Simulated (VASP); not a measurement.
Wanted: the native input for a VASP 6.6.1 run.

```yaml
Task: single point
Functional: LDA
Potentials_or_basis: VASP PAW LDA potentials, release 64 (Pb_d, S)
Cutoff: 500 eV
k_mesh: 6 × 6 × 6
Occupations: gaussian, width 0.01 eV
Spin: no spin polarisation
Dipole_correction: no
Further_INCAR_settings: ALGO = Normal; EDIFF = 1e-06; NBANDS = 17
```

The structure of PbS (Galena) lies in POSCAR:

```
PbS
1.0
    0.0000000000      2.9657500000      2.9657500000
    2.9657500000      0.0000000000      2.9657500000
    2.9657500000      2.9657500000      0.0000000000
Pb S
1 1
Direct
    0.0000000000      0.0000000000      0.0000000000
    0.5000000000      0.5000000000      0.5000000000
```

The input as run:

INCAR

```
ALGO = Normal
EDIFF = 1E-6
ENCUT = 500
GGA = CA
GGA_COMPAT = False
ISIF = 2
ISMEAR = 0
LASPH = True
LCHARG = False
LREAL = False
LWAVE = False
NBANDS = 17
NELM = 120
PREC = Accurate
SIGMA = 0.01
```

KPOINTS

```
k-points
0
Gamma
  6 6 6
```

Potentials or basis: VASP PAW LDA potentials, release 64 (Pb_d, S).

The run is started by

```bash
$ cat potpaw_LDA.64/Pb_d/POTCAR potpaw_LDA.64/S/POTCAR > POTCAR
$ mpirun -np 1 vasp_std > vasp.out
```

It gave:

```
Pressure               : -2.6 GPa
Band gap on the k mesh : 0.21 eV, direct
```

Caveat: spin-orbit coupling is left out, which moves the levels of the heavy elements.

It took 5.6 s on 1 thread of Intel(R) Xeon(R) Platinum 8559C (Emerald Rapids), with other jobs on the host, peak memory 0.15 GiB.
